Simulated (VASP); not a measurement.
# ZnS (P6_3/mmc) in VASP: single point with r2SCAN

Aim: the single point of ZnS with r2SCAN.

Program: VASP 6.6.1. These are calculated values, not measurements. Logs are shortened: lines on timing, memory, paths and dates and some standing lists are left out, and cuts for length are marked.

## Step 1: The cell of the first run

The structure is hexagonal, space group P6_3/mmc (No. 194). Conventional cell: a = 3.782 Å, b = 3.782 Å, c = 6.208 Å, α = 90.00°, β = 90.00°, γ = 120.00°. Within 2.9 Å of Zn (site symmetry -6m2) lie 3 S at 2.18 Å. Within 2.9 Å of S (site symmetry -6m2) lie 3 Zn at 2.18 Å.

## Step 2: Single point, r2SCAN

Contents of POSCAR:

```
ZnS
1.0
    3.7822379936      0.0000000000      0.0000000000
   -1.8911189968      3.2755141856      0.0000000000
    0.0000000000      0.0000000000      6.2081825480
Zn S
2 2
Direct
    0.3333333333      0.6666666667     -0.0625000000
    0.6666666667      0.3333333333      0.4375000000
    0.3333333333      0.6666666667      0.4375000000
    0.6666666667      0.3333333333      0.9375000000
```

Contents of INCAR.step1:

```
PREC = Accurate ; ENCUT = 520
ISMEAR = 0 ; SIGMA = 0.01
LREAL = F ; LASPH = T
NELM = 100 ; NBANDS = 26
GGA = PE ; ALGO = Normal
EDIFF = 1E-4 ; LWAVE = T
LCHARG = F
```

Contents of INCAR.step2:

```
PREC = Accurate ; ENCUT = 520
EDIFF = 1E-6 ; ISMEAR = 0
SIGMA = 0.01 ; LREAL = F
LASPH = T ; NELM = 100
ALGO = Normal ; ISIF = 2
LWAVE = F ; LCHARG = T
METAGGA = R2SCAN ; LMIXTAU = T
LELF = T ; LVHAR = T
NBANDS = 26 ; ISTART = 1
```

Contents of KPOINTS:

```
regular mesh
0
Gamma
  9 9 6
```

Potentials or basis: VASP PAW PBE potentials, release 64 (Zn, S).

Run with:

```
$ cat potpaw_PBE.64/Zn/POTCAR potpaw_PBE.64/S/POTCAR > POTCAR
$ cp INCAR.step1 INCAR
$ mpirun -np 1 vasp_std > vasp.out
$ cp INCAR.step2 INCAR
$ mpirun -np 1 vasp_std > vasp.out
```

OUTCAR:

```text
PREC = Accurate
   ENCUT = 520
   EDIFF = 1E-6
   ISMEAR = 0
   LREAL = F
   LASPH = T
   NELM = 100
   ISIF = 2
   METAGGA = R2SCAN
   ISTART = 1

 ion  position               nearest neighbor table
   1  0.333  0.667  0.938-   4 2.18   4 2.18   4 2.18
   2  0.667  0.333  0.438-   3 2.18   3 2.18   3 2.18
   3  0.333  0.667  0.438-   2 2.18   2 2.18   2 2.18
   4  0.667  0.333  0.938-   1 2.18   1 2.18   1 2.18

  LATTYP: Found a hexagonal cell.
 ALAT       =     3.7822379936
 C/A-ratio  =     1.6414045225

  Lattice vectors:

 A1 = (   3.7822379936,   0.0000000000,   0.0000000000)
 A2 = (  -1.8911189968,   3.2755141856,   0.0000000000)
 A3 = (   0.0000000000,   0.0000000000,   6.2081825480)

Analysis of symmetry for initial positions (statically):
=====================================================================
 Subroutine PRICEL returns:
 Original cell was already a primitive cell.

 Routine SETGRP: Setting up the symmetry group for a
 hexagonal supercell.

 Subroutine GETGRP returns: Found 24 space group operations
 (whereof  6 operations were pure point group operations)
 out of a pool of 24 trial point group operations.

The static configuration has the point symmetry C_3v.
 The point group associated with its full space group is D_6h.

Analysis of symmetry for dynamics (positions and initial velocities):
=====================================================================
 Subroutine PRICEL returns:
 Original cell was already a primitive cell.

 Routine SETGRP: Setting up the symmetry group for a
 hexagonal supercell.

 Subroutine GETGRP returns: Found 24 space group operations
 (whereof  6 operations were pure point group operations)
 out of a pool of 24 trial point group operations.

The dynamic configuration has the point symmetry C_3v.
 The point group associated with its full space group is D_6h.

 Subroutine INISYM returns: Found 24 space group operations
 (whereof  6 operations are pure point group operations),
 and found     1 'primitive' translations

----------------------------------------------------------------------------------------

                                     Primitive cell

  volume of cell :      76.9118

  direct lattice vectors                    reciprocal lattice vectors
     3.782237994  0.000000000  0.000000000     0.264393727  0.152647790  0.000000000
    -1.891118997  3.275514186  0.000000000     0.000000000  0.305295579  0.000000000
     0.000000000  0.000000000  6.208182548     0.000000000  0.000000000  0.161077738

  length of vectors
     3.782237994  3.782237994  6.208182548     0.305295579  0.305295579  0.161077738

  position of ions in fractional coordinates (direct lattice)
     0.333333333  0.666666667  0.937500000
     0.666666667  0.333333333  0.437500000
     0.333333333  0.666666667  0.437500000
     0.666666667  0.333333333  0.937500000

  ion indices of the primitive-cell ions
   primitive index   ion index
                 1           1
                 2           2
                 3           3
                 4           4

----------------------------------------------------------------------------------------

 KPOINTS: regular mesh

Automatic generation of k-mesh.
 Grid dimensions read from file:
 generate k-points for:    9    9    6

 Generating k-lattice:

  Cartesian coordinates                     Fractional coordinates (reciprocal lattice)
     0.029377081  0.016960866  0.000000000     0.111111111  0.000000000  0.000000000
     0.000000000  0.033921731  0.000000000     0.000000000  0.111111111  0.000000000
     0.000000000  0.000000000  0.026846290     0.000000000  0.000000000  0.166666667

  Length of vectors
     0.033921731  0.033921731  0.026846290

  Shift w.r.t. Gamma in fractional coordinates (k-lattice)
     0.000000000  0.000000000  0.000000000

 Subroutine IBZKPT returns following result:
 ===========================================

 Found     48 irreducible k-points:

 Following reciprocal coordinates:
            Coordinates               Weight
  0.000000  0.000000  0.000000      1.000000
  0.111111  0.000000  0.000000      6.000000
  0.222222  0.000000  0.000000      6.000000
  0.333333  0.000000  0.000000      6.000000
  0.444444  0.000000  0.000000      6.000000
  0.111111  0.111111  0.000000      6.000000
[... 16 lines left out ...]
  0.333333  0.222222  0.166667     24.000000
  0.333333  0.333333  0.166667      4.000000
 [... further k-points ...]
   k-points           NKPTS =     48   k-points in BZ     NKDIM =     48   number of bands    NBANDS=     26
   number of dos      NEDOS =    301   number of ions     NIONS =      4
   total plane-waves  NPLWV =  37632
   dimension x,y,z NGX =    28 NGY =   28 NGZ =   48
   dimension x,y,z NGXF=    56 NGYF=   56 NGZF=   96
   ions per type =               2   2
   NGX,Y,Z   is equivalent  to a cutoff of  12.31, 12.31, 12.85 a.u.
   NGXF,Y,Z  is equivalent  to a cutoff of  24.61, 24.61, 25.71 a.u.
 SYSTEM =  unknown system
   PREC   = accura    normal or accurate (medium, high low for compatibility)
   ISTART =      1    job   : 0-new  1-cont  2-samecut
   ICHARG =      0    charge: 1-file 2-atom 10-const
   ISPIN  =      1    spin polarized calculation?
   LNONCOLLINEAR =      F non collinear calculations
   LSORBIT =      F    spin-orbit coupling
   LASPH  =      T    aspherical Exc in radial PAW
   ENCUT  =  520.0 eV  38.22 Ry    6.18 a.u.   7.03  7.03 11.54*2*pi/ulx,y,z
   NELM   =    100;   NELMIN=  2; NELMDL=  0     # of ELM steps
   EDIFF  = 0.1E-05   stopping-criterion for ELM
   LREAL  =      F    real-space projection
   EDIFFG = 0.1E-04   stopping-criterion for IOM
   NSW    =      0    number of steps for IOM
   IBRION =     -1    ionic relax: 0-MD 1-quasi-New 2-CG
   NFREE  =      0    steps in history (QN), initial steepest desc. (CG)
   ISIF   =      2    stress and relaxation
   ISYM   =      2    0-nonsym 1-usesym 2-fastsym
   POTIM  = 0.5000    time-step for ionic-motion
   TEBEG  =    0.0;   TEEND  =   0.0 temperature during run
   PSTRESS=    0.0 pullay stress
   NELECT =      36.0000    total number of electrons
   NUPDOWN=      -1.0000    fix difference up-down
   EMIN   =  10.00;   EMAX   =-10.00  energy-range for DOS
   EFERMI =   0.00;   METHOD = LEGACY
   ISMEAR =     0;   SIGMA  =   0.01  broadening in eV -4-tet -1-fermi 0-gaus
   EFERMI_NEDOS =   21; number of points for ismear=-14 and -15
   IALGO  =     38    algorithm
   IMIX   =      4    mixing-type and parameters
     AMIX     =   0.40;   BMIX     =  1.00
     AMIX_MAG =   1.60;   BMIX_MAG =  1.00
  volume/ion in A,a.u.               =      19.23       129.76
  Fermi-wavevector in a.u.,A,eV,Ry     =   1.271095  2.402022 21.982700  1.615683
  Thomas-Fermi vector in A             =   2.404047
   LORBIT       =      0    0 simple, 1 ext, 2 COOP (PROOUT), +10 PAW based schemes
   METAGGA = R2SCAN    functional components
   LHFCALC =     F    Hartree Fock is set to
   AEXX    =    0.0000 exact exchange contribution
   IVDW    =     0    specifies the selected vdW correction
   LEPSILON=     F    determine dielectric tensor
   LRPA    =     F    only Hartree local field effects (RPA)
 non-spin polarized calculation
 Gauss-broadening in eV      SIGMA  =   0.01
  energy-cutoff  :      520.00
  volume of cell :       76.91
 maximum number of plane-waves:      2087
   NGX = 15   NGY = 15   NGZ = 23

 number of electron      35.9999969 magnetization

 Free energy of the ion-electron system (eV)
  ---------------------------------------------------
  ext. energy  EPLUGINS =         0.00000000
  ---------------------------------------------------
  free energy    TOTEN  =       -36.82560644 eV

  energy without entropy =      -36.82560644  energy(sigma->0) =      -36.82560644

 E-fermi :   1.9292     XC(G=0): -10.3696

 val. band max:        1.8741344799   @ k =   0.0000   0.0000   0.0000
 cond. band min:       5.0447732608   @ k =   0.0000   0.0000   0.0000
 fundamental gap:      3.1706387809
 Fermi energy:         1.9291847851

 k-point     1 :       0.0000    0.0000    0.0000
  band No.  band energies     occupation
      1     -11.9707      2.00000
      2     -11.1645      2.00000
      3      -5.0693      2.00000
      4      -5.0692      2.00000
      5      -5.0437      2.00000
      6      -5.0436      2.00000
[... 18 lines left out ...]
     25      11.4244      0.00000
     26      12.0319      0.00000

 k-point     2 :       0.1111    0.0000    0.0000
  band No.  band energies     occupation
      1     -11.8750      2.00000
      2     -11.0960      2.00000
      3      -5.0709      2.00000
      4      -5.0475      2.00000
      5      -5.0261      2.00000
      6      -4.9964      2.00000
[... 18 lines left out ...]
     25      10.7177      0.00000
     26      11.4933      0.00000

 k-point     3 :       0.2222    0.0000    0.0000
  band No.  band energies     occupation
      1     -11.6118      2.00000
      2     -10.9208      2.00000
      3      -5.0652      2.00000
      4      -5.0249      2.00000
      5      -4.9072      2.00000
      6      -4.8708      2.00000
[... 18 lines left out ...]
     25      10.6548      0.00000
     26      11.4379      0.00000

 k-point     4 :       0.3333    0.0000    0.0000
  band No.  band energies     occupation
      1     -11.2594      2.00000
      2     -10.7281      2.00000
      3      -5.0066      2.00000
      4      -4.9201      2.00000
      5      -4.7537      2.00000
      6      -4.7132      2.00000
[... 18 lines left out ...]
     25      11.5707      0.00000
     26      12.4111      0.00000
[... 496 lines left out ...]
      1     -11.0537      2.00000
      2     -10.6830      2.00000
      3      -4.9353      2.00000
      4      -4.9271      2.00000
      5      -4.6338      2.00000
      6      -4.5944      2.00000
[... 18 lines left out ...]
     25      10.5305      0.00000
     26      12.8845      0.00000

 k-point    23 :       0.3333    0.2222    0.1667
  band No.  band energies     occupation
      1     -10.8102      2.00000
      2     -10.6212      2.00000
      3      -4.8241      2.00000
      4      -4.7972      2.00000
      5      -4.5326      2.00000
      6      -4.5062      2.00000
[... 18 lines left out ...]
     25      11.7035      0.00000
     26      13.4610      0.00000

 k-point    24 :       0.3333    0.3333    0.1667
  band No.  band energies     occupation
      1     -10.6629      2.00000
      2     -10.6629      2.00000
      3      -4.7586      2.00000
      4      -4.7586      2.00000
      5      -4.5238      2.00000
      6      -4.4987      2.00000
[... 18 lines left out ...]
     25      12.6865      0.00000
     26      13.0960      0.00000

 [... further k-points ...]

------------------------ aborting loop because EDIFF is reached ----------------------------------------

  FORCE on cell =-STRESS in cart. coord.  units (eV):
  Direction    XX          YY          ZZ          XY          YZ          ZX
  --------------------------------------------------------------------------------------
  -------------------------------------------------------------------------------------
  Total        5.3825331      5.3825331      0.4142968      0.0000000     -0.0000000      0.0000000
  in kB      112.1255215    112.1255215      8.6303688      0.0000000     -0.0000000      0.0000000
  external PRESSURE =      77.6271373 kB  Pullay stress =       0.0000000 kB

 VOLUME and BASIS-vectors are now :
 -----------------------------------------------------------------------------
  energy-cutoff  :      520.00
  volume of cell :       76.91
      direct lattice vectors                 reciprocal lattice vectors
     3.782237994  0.000000000  0.000000000     0.264393727  0.152647790  0.000000000
    -1.891118997  3.275514186  0.000000000     0.000000000  0.305295579  0.000000000
     0.000000000  0.000000000  6.208182548     0.000000000  0.000000000  0.161077738

 POSITION                                       TOTAL-FORCE (eV/Angst)
 -----------------------------------------------------------------------------------
     -0.00000      2.18368      5.82017        -0.000000      0.000000     -0.000000
      1.89112      1.09184      2.71608        -0.000000      0.000000      0.000000
     -0.00000      2.18368      2.71608         0.000000     -0.000000      0.000000
      1.89112      1.09184      5.82017         0.000000     -0.000000     -0.000000
 -----------------------------------------------------------------------------------
    total drift:                               -0.000000      0.000000      0.000000

  FREE ENERGIE OF THE ION-ELECTRON SYSTEM (eV)
  ---------------------------------------------------
  free  energy   TOTEN  =       -36.8256064445 eV

  energy  without entropy=      -36.8256064445  energy(sigma->0) =      -36.82560644
```

It took 3.8 min on 1 thread of Intel Xeon Platinum 8259CL at 2.50GHz (Skylake/Cascade Lake), shared host; peak memory 0.25 GiB.

What came out:

```
Free energy            : -36.8256 eV
Pressure               : 7.8 GPa
Band gap on the k mesh : 3.17 eV
```

Stress tensor (GPa, compression positive):
```
11.21  0.00  0.00
 0.00 11.21  0.00
 0.00  0.00  0.86
```

Caveat: the cell stands under pressure; the PAW data sets were made with another functional, which shifts forces and pressure a little; an odd mesh through Γ misses points on the zone boundary, where band edges can lie.
